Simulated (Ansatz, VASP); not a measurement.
**One calculation of Cd4SeS3, two programs**

INCAR

```
ALGO = Normal ; EDIFF = 1E-7
EDIFFG = -0.01 ; ENCUT = 600
GGA = PE ; IBRION = 2
ISIF = 3 ; ISMEAR = 0
LASPH = T ; LCHARG = F
LREAL = F ; LWAVE = F
NELM = 80 ; NSW = 100
PREC = Accurate ; SIGMA = 0.02
```

Contents of KPOINTS:

```
k-points
0
Gamma
  6 6 2
```

The input POSCAR:

```
Cd4SeS3
1.0
    4.2413339754      0.0000000000      0.0000000000
   -2.1206669877      3.6731029687      0.0000000000
    0.0000000000      0.0000000000     13.8334183850
Cd Se S
4 1 3
Direct
    0.3333333333      0.6666666667      0.0048685968
    0.3333333333      0.6666666667      0.4943536227
    0.6666666667      0.3333333333      0.2495612007
    0.6666666667      0.3333333333      0.7605015112
    0.3333333333      0.6666666667      0.6883083854
    0.3333333333      0.6666666667      0.1908241534
    0.6666666667      0.3333333333      0.4354987292
    0.6666666667      0.3333333333      0.9460838007
```

Input for Ansatz:

```yaml
crystal:
  lattice:
    - [4.2413339754, 0.0, 0.0]
    - [-2.1206669877, 3.6731029687, 0.0]
    - [0.0, 0.0, 13.833418385]
  atoms:
    - { symbol: Cd, position: [0.3333333333, 0.6666666667, 0.0048685968] }
    - { symbol: Cd, position: [0.3333333333, 0.6666666667, 0.4943536227] }
    - { symbol: Cd, position: [0.6666666667, 0.3333333333, 0.2495612007] }
    - { symbol: Cd, position: [0.6666666667, 0.3333333333, 0.7605015112] }
    - { symbol: Se, position: [0.3333333333, 0.6666666667, 0.6883083854] }
    - { symbol: S, position: [0.3333333333, 0.6666666667, 0.1908241534] }
    - { symbol: S, position: [0.6666666667, 0.3333333333, 0.4354987292] }
    - { symbol: S, position: [0.6666666667, 0.3333333333, 0.9460838007] }
basis:
  ecutwfc: 420
kpoints:
  mp_grid: { grid: [6, 6, 2] }
hamiltonian:
  xc: pbe
scf:
  occupations: { method: gaussian, width: 0.02 }
output:
  forces: true
  stress: true
  eigenvalues: true
relax:
  adjacent_minimum: "off"
  f_tol: 0.01
  max_steps: 80
  cell: { stress_tol: 0.05 }
```

Alike in both runs: task relaxation of cell and atoms; functional PBE; k mesh 6 × 6 × 2; occupations gaussian, width 0.02 eV; no spin polarisation.

|  | VASP | Ansatz |
| --- | --- | --- |
| version | VASP 6.6.1 | Ansatz 0.2.0 |
| potentials or method | VASP PAW PBE potentials, release 64 (Cd, Se, S), cutoff 600 eV | scalar-relativistic, plane waves, PAW |
| valence electrons in the cell | 72 | 114 |

|  | VASP | Ansatz | Ansatz less VASP |
| --- | --- | --- | --- |
| gap on the k mesh at the Fermi level, each at its own relaxed structure (eV) | 0.73 | 0.74 | +0.014 |
| relaxed volume (Å³/atom) | 27.06 | 26.93 | -0.131 |
| relaxed length of the cell vector where the two differ most in proportion (Å) | 13.855 | 13.827 | -0.0275 |

VASP's potentials hold 72 valence electrons a cell and Ansatz's 114, so a difference there can come from the potentials and not from the codes.
